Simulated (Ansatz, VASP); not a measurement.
# Two plane-wave programs on W

Contents of INCAR:

```
PREC     = Accurate       # precision mode
ENCUT    = 520            # plane-wave cutoff, eV
EDIFF    = 1E-6           # SCF threshold, eV
ISMEAR   = 0              # smearing method
SIGMA    = 0.15           # smearing width, eV
LREAL    = F              # projectors in reciprocal space
LASPH    = T              # aspherical terms in the spheres
NELM     = 100            # most SCF steps
ALGO     = Fast           # electronic algorithm
ISIF     = 2              # what is computed and relaxed
LWAVE    = F              # write WAVECAR
LCHARG   = T              # write CHGCAR
GGA      = PS             # functional
LELF     = T              # ELF
LVHAR    = T            
NBANDS   = 13             # bands
```

Contents of KPOINTS:

```
regular mesh
0
Gamma
  20 20 20
```

The input POSCAR:

```
W
1.0
   -1.6611920000      1.6611920000      1.5334080000
    1.6611920000     -1.6611920000      1.5334080000
    1.6611920000      1.6611920000     -1.5334080000
W
1
Direct
    0.0000000000      0.0000000000      0.0000000000
```

Input for Ansatz:

```yaml
crystal:
  lattice:
    - [-1.661192, 1.661192, 1.533408]
    - [1.661192, -1.661192, 1.533408]
    - [1.661192, 1.661192, -1.533408]
  atoms:
    - { symbol: W, position: [0.0, 0.0, 0.0] }
basis:
  ecutwfc: 420
kpoints:
  mp_grid: { grid: [20, 20, 20] }
hamiltonian:
  xc: pbesol
scf:
  occupations: { method: gaussian, width: 0.15 }
output:
  forces: true
  stress: true
  eigenvalues: true
```

Change from the starting cell: strain +0.040 along x and y, -0.040 along z, atoms carried along.

Alike in both runs: task single point; functional PBEsol; k mesh 20 × 20 × 20; occupations gaussian, width 0.15 eV; no spin polarisation.

```csv
,VASP,Ansatz
version,VASP 6.6.1,Ansatz 0.2.0
potentials or method,"VASP PAW PBE potentials, release 64 (W_sv), cutoff 520 eV","scalar-relativistic, plane waves, PAW"
valence electrons in the cell,14,14
```

Ansatz gave:

```
gap on the k mesh at the Fermi level (eV)                     : none
pressure (GPa)                                                : -19.9
traceless stress, the component that is largest in VASP (GPa) : 15.12
```

Q: Estimate VASP's values.

A: gap on the k mesh at the Fermi level (eV): none; pressure (GPa): -19.5; traceless stress, the component that is largest in VASP (GPa): 15.12.

VASP's potentials were made for PBE, not for PBEsol. A gap of «none» marks a metal or a gap that the smearing closes. With one functional, cell and mesh, what is left measures potentials, basis and numerics.

Neither program's run includes spin-orbit coupling.
